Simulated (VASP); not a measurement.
# Li2MgSiTe4 (I-4) in VASP: settings compared

Li2MgSiTe4 is run at these levels: PBE, r2SCAN; tasks: single point.

Everything below comes from runs of VASP 6.6.1. Logs are shortened: lines on timing, memory, paths and dates and some standing lists are left out, and cuts for length are marked.

## 1. The cell of the first run

It takes space group I-4 (No. 82, tetragonal). Conventional cell: a = 6.512 Å, b = 6.512 Å, c = 12.158 Å, α = 90.00°, β = 90.00°, γ = 90.00°. Li (site symmetry -4) has 4 Te at 2.89 Å within 3.8 Å. Li (site symmetry -4) has 4 Te at 2.76 Å within 3.6 Å. Within 3.7 Å of Mg (site symmetry -4) lie 4 Te at 2.83 Å. Within 3.4 Å of Si (site symmetry -4) lie 4 Te at 2.57 Å. Te (site symmetry 1) has 1 Si at 2.57 Å and 2 Li at 2.76 to 2.89 Å and 1 Mg at 2.83 Å within 3.4 Å.

## 2. Single point, PBE (32.23 Å³/atom)

Contents of INCAR:

```
SYSTEM = Li2MgSiTe4
PREC = Accurate
ENCUT = 520
EDIFF = 1E-6
ISMEAR = 0
SIGMA = 0.01
LREAL = .False.
LASPH = .True.
NELM = 60
ALGO = Normal
ISIF = 2
LWAVE = .False.
LCHARG = .False.
GGA = PE
NBANDS = 28
```

Contents of KPOINTS:

```
regular mesh
0
Gamma
  6 6 6
  0 0 0
```

Contents of POSCAR:

```
Li2MgSiTe4
1.0
   -3.2561524084      3.2561524084      6.0789700649
    3.2561524084     -3.2561524084      6.0789700649
    3.2561524084      3.2561524084     -6.0789700649
Li Mg Si Te
2 1 1 4
Direct
    0.0000000000      0.0000000000      0.0000000000
    0.7500000000      0.2500000000      0.5000000000
    0.2500000000      0.7500000000      0.5000000000
    0.5000000000      0.5000000000      0.0000000000
    0.1458469660      0.6050877122      0.9908999267
    0.3949122878      0.3858122145      0.5407592538
    0.6141877855      0.1549470393      0.0091000733
    0.8450529607      0.8541530340      0.4592407462
```

Potentials or basis: VASP PAW PBE potentials, release 64 (Li_sv, Mg, Si, Te).

Launch:

```console
$ cat potpaw_PBE.64/Li_sv/POTCAR potpaw_PBE.64/Mg/POTCAR potpaw_PBE.64/Si/POTCAR potpaw_PBE.64/Te/POTCAR > POTCAR
$ mpirun -np 1 vasp_std > vasp.out
```

OUTCAR:

```text
SYSTEM = Li2MgSiTe4
   PREC = Accurate
   ENCUT = 520
   EDIFF = 1E-6
   ISMEAR = 0
   LREAL = .False.
   LASPH = .True.
   NELM = 60
   ISIF = 2
   GGA = PE

 ion  position               nearest neighbor table
   1  0.000  0.000  0.000-   6 2.89   5 2.89   7 2.89   8 2.89
   2  0.750  0.250  0.500-   5 2.76   6 2.76   7 2.76   8 2.76
   3  0.250  0.750  0.500-   7 2.83   6 2.83   8 2.83   5 2.83
   4  0.500  0.500  0.000-   5 2.57   6 2.57   7 2.57   8 2.57
   5  0.146  0.605  0.991-   4 2.57   2 2.76   3 2.83   1 2.89
   6  0.395  0.386  0.541-   4 2.57   2 2.76   3 2.83   1 2.89
   7  0.614  0.155  0.009-   4 2.57   2 2.76   3 2.83   1 2.89
   8  0.845  0.854  0.459-   4 2.57   2 2.76   3 2.83   1 2.89

  LATTYP: Found a body centered tetragonal cell.
 ALAT       =     6.5123048168
 C/A-ratio  =     1.8669181606

  Lattice vectors:

 A1 = (  -3.2561524084,   3.2561524084,   6.0789700649)
 A2 = (   3.2561524084,  -3.2561524084,   6.0789700649)
 A3 = (   3.2561524084,   3.2561524084,  -6.0789700649)

Analysis of symmetry for initial positions (statically):
=====================================================================
 Subroutine PRICEL returns:
 Original cell was already a primitive cell.

 Routine SETGRP: Setting up the symmetry group for a
 body centered tetragonal supercell.

 Subroutine GETGRP returns: Found  4 space group operations
 (whereof  4 operations were pure point group operations)
 out of a pool of 16 trial point group operations.

The static configuration has the point symmetry S_4 .

Analysis of symmetry for dynamics (positions and initial velocities):
=====================================================================
 Subroutine PRICEL returns:
 Original cell was already a primitive cell.

 Routine SETGRP: Setting up the symmetry group for a
 body centered tetragonal supercell.

 Subroutine GETGRP returns: Found  4 space group operations
 (whereof  4 operations were pure point group operations)
 out of a pool of 16 trial point group operations.

The dynamic configuration has the point symmetry S_4 .

 Subroutine INISYM returns: Found  4 space group operations
 (whereof  4 operations are pure point group operations),
 and found     1 'primitive' translations

----------------------------------------------------------------------------------------

                                     Primitive cell

  volume of cell :     257.8098

  direct lattice vectors                    reciprocal lattice vectors
    -3.256152408  3.256152408  6.078970065     0.000000000  0.153555466  0.082250775
     3.256152408 -3.256152408  6.078970065     0.153555466  0.000000000  0.082250775
     3.256152408  3.256152408 -6.078970065     0.153555466  0.153555466  0.000000000

  length of vectors
     7.626200500  7.626200500  7.626200500     0.174196645  0.174196645  0.217160222

  position of ions in fractional coordinates (direct lattice)
     0.000000000  0.000000000  0.000000000
     0.750000000  0.250000000  0.500000000
     0.250000000  0.750000000  0.500000000
     0.500000000  0.500000000  0.000000000
     0.145846966  0.605087712  0.990899927
     0.394912288  0.385812214  0.540759254
     0.614187786  0.154947039  0.009100073
     0.845052961  0.854153034  0.459240746

  ion indices of the primitive-cell ions
   primitive index   ion index
                 1           1
                 2           2
                 3           3
                 4           4
                 5           5
                 6           6
                 7           7
                 8           8

----------------------------------------------------------------------------------------

 KPOINTS: regular mesh

Automatic generation of k-mesh.
 Grid dimensions read from file:
 generate k-points for:    6    6    6

 Generating k-lattice:

  Cartesian coordinates                     Fractional coordinates (reciprocal lattice)
     0.000000000  0.025592578  0.013708463     0.166666667  0.000000000  0.000000000
     0.025592578  0.000000000  0.013708463     0.000000000  0.166666667  0.000000000
     0.025592578  0.025592578  0.000000000     0.000000000  0.000000000  0.166666667

  Length of vectors
     0.029032774  0.029032774  0.036193370

  Shift w.r.t. Gamma in fractional coordinates (k-lattice)
     0.000000000  0.000000000  0.000000000

 Subroutine IBZKPT returns following result:
 ===========================================

 Found     36 irreducible k-points:

 Following reciprocal coordinates:
            Coordinates               Weight
  0.000000  0.000000  0.000000      1.000000
  0.166667  0.000000 -0.000000      8.000000
  0.333333  0.000000  0.000000      8.000000
  0.500000  0.000000  0.000000      4.000000
  0.166667  0.166667 -0.000000      8.000000
  0.333333  0.166667  0.000000      8.000000
[... 16 lines left out ...]
  0.333333 -0.333333  0.166667      4.000000
 -0.166667  0.333333  0.166667      8.000000
 [... further k-points ...]
   k-points           NKPTS =     36   k-points in BZ     NKDIM =     36   number of bands    NBANDS=     28
   number of dos      NEDOS =    301   number of ions     NIONS =      8
   total plane-waves  NPLWV = 216000
   dimension x,y,z NGX =    60 NGY =   60 NGZ =   60
   dimension x,y,z NGXF=   120 NGYF=  120 NGZF=  120
   ions per type =               2   1   1   4
   NGX,Y,Z   is equivalent  to a cutoff of  13.08, 13.08, 13.08 a.u.
   NGXF,Y,Z  is equivalent  to a cutoff of  26.16, 26.16, 26.16 a.u.
 SYSTEM =  Li2MgSiTe4
   PREC   = accura    normal or accurate (medium, high low for compatibility)
   ISTART =      0    job   : 0-new  1-cont  2-samecut
   ICHARG =      2    charge: 1-file 2-atom 10-const
   ISPIN  =      1    spin polarized calculation?
   LNONCOLLINEAR =      F non collinear calculations
   LSORBIT =      F    spin-orbit coupling
   LASPH  =      T    aspherical Exc in radial PAW
   ENCUT  =  520.0 eV  38.22 Ry    6.18 a.u.  14.18 14.18 14.18*2*pi/ulx,y,z
   NELM   =     60;   NELMIN=  2; NELMDL= -5     # of ELM steps
   EDIFF  = 0.1E-05   stopping-criterion for ELM
   LREAL  =      F    real-space projection
   EDIFFG = 0.1E-04   stopping-criterion for IOM
   NSW    =      0    number of steps for IOM
   IBRION =     -1    ionic relax: 0-MD 1-quasi-New 2-CG
   NFREE  =      0    steps in history (QN), initial steepest desc. (CG)
   ISIF   =      2    stress and relaxation
   ISYM   =      2    0-nonsym 1-usesym 2-fastsym
   POTIM  = 0.5000    time-step for ionic-motion
   TEBEG  =    0.0;   TEEND  =   0.0 temperature during run
   PSTRESS=    0.0 pullay stress
   NELECT =      36.0000    total number of electrons
   NUPDOWN=      -1.0000    fix difference up-down
   EMIN   =  10.00;   EMAX   =-10.00  energy-range for DOS
   EFERMI =   0.00;   METHOD = LEGACY
   ISMEAR =     0;   SIGMA  =   0.01  broadening in eV -4-tet -1-fermi 0-gaus
   EFERMI_NEDOS =   21; number of points for ismear=-14 and -15
   IALGO  =     38    algorithm
   IMIX   =      4    mixing-type and parameters
     AMIX     =   0.40;   BMIX     =  1.00
     AMIX_MAG =   1.60;   BMIX_MAG =  1.00
  volume/ion in A,a.u.               =      32.23       217.47
  Fermi-wavevector in a.u.,A,eV,Ry     =   0.849329  1.604999  9.814691  0.721359
  Thomas-Fermi vector in A             =   1.965132
   LORBIT       =      0    0 simple, 1 ext, 2 COOP (PROOUT), +10 PAW based schemes
   GGA     = PE    functional components
   LHFCALC =     F    Hartree Fock is set to
   AEXX    =    0.0000 exact exchange contribution
   IVDW    =     0    specifies the selected vdW correction
   LEPSILON=     F    determine dielectric tensor
   LRPA    =     F    only Hartree local field effects (RPA)
 non-spin polarized calculation
 Gauss-broadening in eV      SIGMA  =   0.01
  energy-cutoff  :      520.00
  volume of cell :      257.81
 maximum number of plane-waves:      7006
 NGX is ok and might be reduce to    60
   NGX = 29   NGY = 29   NGZ = 29

 number of electron      35.9999991 magnetization

 Free energy of the ion-electron system (eV)
  ---------------------------------------------------
  ext. energy  EPLUGINS =         0.00000000
  ---------------------------------------------------
  free energy    TOTEN  =       -28.33225607 eV

  energy without entropy =      -28.33225607  energy(sigma->0) =      -28.33225607

 E-fermi :   2.2855     XC(G=0):  -7.7632

 val. band max:        2.1024263358   @ k =   0.0000   0.0000   0.0000
 cond. band min:       3.7711709462   @ k =   0.5000   0.5000   0.0000
 fundamental gap:      1.6687446103
 Fermi energy:         2.2855064718

 k-point     1 :       0.0000    0.0000    0.0000
  band No.  band energies     occupation
      1     -43.4710      2.00000
      2     -43.0140      2.00000
      3      -8.9858      2.00000
      4      -7.6220      2.00000
      5      -7.6220      2.00000
      6      -7.5547      2.00000
[... 20 lines left out ...]
     27       7.2706      0.00000
     28       8.8545      0.00000

 k-point     2 :       0.1667    0.0000   -0.0000
  band No.  band energies     occupation
      1     -43.4710      2.00000
      2     -43.0140      2.00000
      3      -8.9461      2.00000
      4      -7.6670      2.00000
      5      -7.6367      2.00000
      6      -7.5744      2.00000
[... 20 lines left out ...]
     27       7.7700      0.00000
     28       8.4288      0.00000

 k-point     3 :       0.3333    0.0000    0.0000
  band No.  band energies     occupation
      1     -43.4710      2.00000
      2     -43.0140      2.00000
      3      -8.8549      2.00000
      4      -7.7822      2.00000
      5      -7.6553      2.00000
      6      -7.6107      2.00000
[... 20 lines left out ...]
     27       7.9684      0.00000
     28       8.2057      0.00000

 k-point     4 :       0.5000    0.0000    0.0000
  band No.  band energies     occupation
      1     -43.4710      2.00000
      2     -43.0140      2.00000
      3      -8.8007      2.00000
      4      -7.8502      2.00000
      5      -7.6559      2.00000
      6      -7.6354      2.00000
[... 578 lines left out ...]
     27       7.8782      0.00000
     28       8.1371      0.00000

 k-point    23 :       0.3333   -0.3333    0.1667
  band No.  band energies     occupation
      1     -43.4710      2.00000
      2     -43.0140      2.00000
      3      -8.7823      2.00000
      4      -7.8046      2.00000
      5      -7.7478      2.00000
      6      -7.6144      2.00000
[... 20 lines left out ...]
     27       7.9983      0.00000
     28       8.0838      0.00000

 k-point    24 :      -0.1667    0.3333    0.1667
  band No.  band energies     occupation
      1     -43.4710      2.00000
      2     -43.0140      2.00000
      3      -8.8013      2.00000
      4      -7.8208      2.00000
      5      -7.7261      2.00000
      6      -7.5943      2.00000
[... 20 lines left out ...]
     27       8.0153      0.00000
     28       8.1952      0.00000

 [... further k-points ...]
[... 5 lines left out ...]
  --------------------------------------------------------------------------------------
  -------------------------------------------------------------------------------------
  Total       -1.4404814     -1.4404814     -1.4249588      0.0000002      0.0000000      0.0000000
  in kB       -8.9519733     -8.9519733     -8.8555075      0.0000013      0.0000000      0.0000000
  external PRESSURE =      -8.9198181 kB  Pullay stress =       0.0000000 kB

 VOLUME and BASIS-vectors are now :
 -----------------------------------------------------------------------------
  energy-cutoff  :      520.00
  volume of cell :      257.81
      direct lattice vectors                 reciprocal lattice vectors
    -3.256152408  3.256152408  6.078970065     0.000000000  0.153555466  0.082250775
     3.256152408 -3.256152408  6.078970065     0.153555466  0.000000000  0.082250775
     3.256152408  3.256152408 -6.078970065     0.153555466  0.153555466  0.000000000

 POSITION                                       TOTAL-FORCE (eV/Angst)
 -----------------------------------------------------------------------------------
      0.00000      0.00000      0.00000        -0.000000      0.000000      0.000000
      0.00000      3.25615      3.03949        -0.000000      0.000000      0.000000
      3.25615      0.00000      3.03949        -0.000000      0.000000      0.000000
      0.00000      0.00000      6.07897        -0.000000      0.000000      0.000000
      4.72188      1.73116     -1.45874        -0.043627      0.114327      0.042998
      1.73116      1.79043      1.45874         0.114327      0.043627     -0.042998
     -1.46573      1.52499      4.62023         0.043627     -0.114327      0.042998
      1.52499      1.46573      7.53771        -0.114327     -0.043627     -0.042998
 -----------------------------------------------------------------------------------
    total drift:                               -0.000001     -0.000001     -0.000001

  FREE ENERGIE OF THE ION-ELECTRON SYSTEM (eV)
  ---------------------------------------------------
  free  energy   TOTEN  =       -28.3322560728 eV

  energy  without entropy=      -28.3322560728  energy(sigma->0) =      -28.33225607
```

Wall time 11 min (1 thread of Oxide Virtual Turin-like, shared host); peak memory 0.63 GiB.

What came out:

```
Free energy            : -28.3323 eV
Largest force          : 0.130 eV/Å
Band gap on the k mesh : 1.67 eV (least direct gap 1.72 eV)
```

Forces in eV/Å, atoms in the order of the input:
```
Li   0.000  0.000  0.000
Li   0.000  0.000  0.000
Mg   0.000  0.000  0.000
Si   0.000  0.000  0.000
Te  -0.044  0.114  0.043
Te   0.114  0.044 -0.043
Te   0.044 -0.114  0.043
Te  -0.114 -0.044 -0.043
```

Levels at points of the mesh, in eV from the valence-band top:
| k point | band 16 | band 17 | band 18 | band 19 | band 20 | band 21 |
| --- | --- | --- | --- | --- | --- | --- |
| (0.00, 0.00, 0.00) | -0.11 | -0.11 | 0.00 | 1.93 | 2.38 | 3.55 |
| (0.50, 0.00, 0.00) | -0.61 | -0.56 | -0.21 | 2.34 | 3.35 | 3.42 |
| (0.50, 0.50, 0.00) | -0.57 | -0.27 | -0.05 | 1.67 | 3.22 | 3.33 |
| (0.50, 0.50, 0.50) | -0.76 | -0.53 | -0.53 | 1.75 | 2.79 | 2.79 |

Caveat: the cutoff is under 1.25 times the usual one of these potentials, so pressure, stress and relaxed cells hold a basis-set (Pulay) error; spin-orbit coupling is left out, which moves the levels of the heavy elements.

## 3. Single point, PBE (33.16 Å³/atom)

This run uses another cell than the first one, of 33.16 Å³/atom.

Contents of INCAR:

```
ALGO = Normal
EDIFF = 1E-6
ENCUT = 520
GGA = PE
ISIF = 2
ISMEAR = 0
LASPH = T
LCHARG = F
LREAL = F
LWAVE = F
NBANDS = 28
NELM = 100
PREC = Accurate
SIGMA = 0.01
```

Contents of KPOINTS:

```
k-points
0
Gamma
  6 6 6
```

Changes to POSCAR since step 2:

```diff
@@ -2,5 +2,5 @@
 1.0
-   -3.2561524084      3.2561524084      6.0789700649
-    3.2561524084     -3.2561524084      6.0789700649
-    3.2561524084      3.2561524084     -6.0789700649
+   -3.2874634870      3.2874634870      6.1374252861
+    3.2874634870     -3.2874634870      6.1374252861
+    3.2874634870      3.2874634870     -6.1374252861
 Li Mg Si Te
```

Potentials or basis: VASP PAW PBE potentials, release 64 (Li_sv, Mg, Si, Te).

Launch:

```console
$ cat potpaw_PBE.64/Li_sv/POTCAR potpaw_PBE.64/Mg/POTCAR potpaw_PBE.64/Si/POTCAR potpaw_PBE.64/Te/POTCAR > POTCAR
$ mpirun -np 1 vasp_std > vasp.out
```

Wall time 12 min (1 thread of Oxide Virtual Turin-like, shared host); peak memory 0.64 GiB.

The run converged. Its results:

- Free energy: -28.2718 eV
- Largest force: 0.253 eV/Å
- Band gap on the k mesh: 1.60 eV (least direct gap 1.65 eV)

Forces on the atoms (eV/Å):
```
Li   0.000  0.000  0.000
Li   0.000  0.000  0.000
Mg   0.000  0.000  0.000
Si   0.000  0.000  0.000
Te  -0.088  0.221  0.087
Te   0.221  0.088 -0.087
Te   0.088 -0.221  0.087
Te  -0.221 -0.088 -0.087
```

Levels at points of the mesh, in eV from the valence-band top:
| k point | band 14 | band 15 | band 16 | band 17 | band 18 | band 19 | band 20 | band 21 | band 22 | band 23 |
| --- | --- | --- | --- | --- | --- | --- | --- | --- | --- | --- |
| (0.00, 0.00, 0.00) | -0.91 | -0.91 | -0.11 | -0.11 | 0.00 | 1.81 | 2.41 | 3.49 | 3.80 | 3.80 |
| (0.50, 0.00, 0.00) | -0.92 | -0.89 | -0.59 | -0.54 | -0.19 | 2.24 | 3.31 | 3.35 | 4.05 | 4.61 |
| (0.50, 0.50, 0.00) | -0.68 | -0.55 | -0.55 | -0.26 | -0.05 | 1.60 | 3.14 | 3.28 | 3.77 | 4.40 |
| (0.50, 0.50, 0.50) | -0.82 | -0.73 | -0.73 | -0.50 | -0.50 | 1.70 | 2.81 | 2.81 | 3.28 | 3.70 |

Caveat: the cutoff is under 1.25 times the usual one of these potentials, so pressure, stress and relaxed cells hold a basis-set (Pulay) error; spin-orbit coupling is left out, which moves the levels of the heavy elements. A k mesh can miss the band edges.

## 4. Single point, r2SCAN (29.03 Å³/atom)

This run uses another cell than the first one, of 29.03 Å³/atom.

Contents of POSCAR:

```
Li2MgSiTe4
1.0
   -3.1503194592      3.1503194592      5.8502345807
    3.1503194592     -3.1503194592      5.8502345807
    3.1503194592      3.1503194592     -5.8502345807
Li Mg Si Te
2 1 1 4
Direct
    0.0000000000      0.0000000000      0.0000000000
    0.7500000000      0.2500000000      0.5000000000
    0.2500000000      0.7500000000      0.5000000000
    0.5000000000      0.5000000000      0.0000000000
    0.1477977590      0.6045858564      0.9924590126
    0.3954141436      0.3878731562      0.5432119026
    0.6121268438      0.1553387465      0.0075409874
    0.8446612535      0.8522022410      0.4567880974
```

Contents of INCAR.step1:

```
PREC = Accurate
ENCUT = 520
ISMEAR = 0
SIGMA = 0.01
LREAL = False
LASPH = True
NELM = 60
NBANDS = 28
GGA = PE
ALGO = Normal
EDIFF = 1E-4
LWAVE = True
LCHARG = False
```

Contents of INCAR.step2:

```
PREC = Accurate
ENCUT = 520
EDIFF = 1E-6
ISMEAR = 0
SIGMA = 0.01
LREAL = False
LASPH = True
NELM = 60
ALGO = Normal
ISIF = 2
LWAVE = False
LCHARG = False
METAGGA = R2SCAN
LMIXTAU = True
NBANDS = 28
ISTART = 1
```

Contents of KPOINTS:

```
regular mesh
0
Gamma
  6 6 6
```

Launch:

```console
$ cat potpaw_PBE.64/Li_sv/POTCAR potpaw_PBE.64/Mg/POTCAR potpaw_PBE.64/Si/POTCAR potpaw_PBE.64/Te/POTCAR > POTCAR
$ cp INCAR.step1 INCAR
$ mpirun -np 1 vasp_std > vasp.out
$ cp INCAR.step2 INCAR
$ mpirun -np 1 vasp_std > vasp.out
```

Run time: 20 min. Hardware: 1 thread of Oxide Virtual Turin-like, shared host; peak memory 0.59 GiB.

It converged, with:

| Quantity | Value |
| --- | --- |
| Free energy | -125.3139 eV |
| Largest force | 0.382 eV/Å |
| Band gap on the k mesh | 2.23 eV (least direct gap 2.37 eV) |

Forces in eV/Å, atoms in the order of the input:
```
Li   0.000  0.000  0.000
Li   0.000  0.000  0.000
Mg   0.000  0.000  0.000
Si   0.000  0.000  0.000
Te   0.157 -0.318 -0.142
Te  -0.318 -0.157  0.142
Te  -0.157  0.318 -0.142
Te   0.318  0.157  0.142
```

Levels at points of the mesh, in eV from the valence-band top:
| k point | band 16 | band 17 | band 18 | band 19 | band 20 | band 21 |
| --- | --- | --- | --- | --- | --- | --- |
| (0.00, 0.00, 0.00) | -0.12 | -0.12 | 0.00 | 2.58 | 2.91 | 4.39 |
| (0.50, 0.00, 0.00) | -0.70 | -0.64 | -0.25 | 3.09 | 3.85 | 4.19 |
| (0.50, 0.50, 0.00) | -0.67 | -0.31 | -0.05 | 2.32 | 3.96 | 4.04 |
| (0.50, 0.50, 0.50) | -0.91 | -0.64 | -0.64 | 2.23 | 3.12 | 3.12 |

Caveat: the cutoff is under 1.25 times the usual one of these potentials, so pressure, stress and relaxed cells hold a basis-set (Pulay) error; the PAW data sets were made with another functional, which shifts forces and pressure a little; spin-orbit coupling is left out, which moves the levels of the heavy elements.

(Continued in part 2 of 2.)
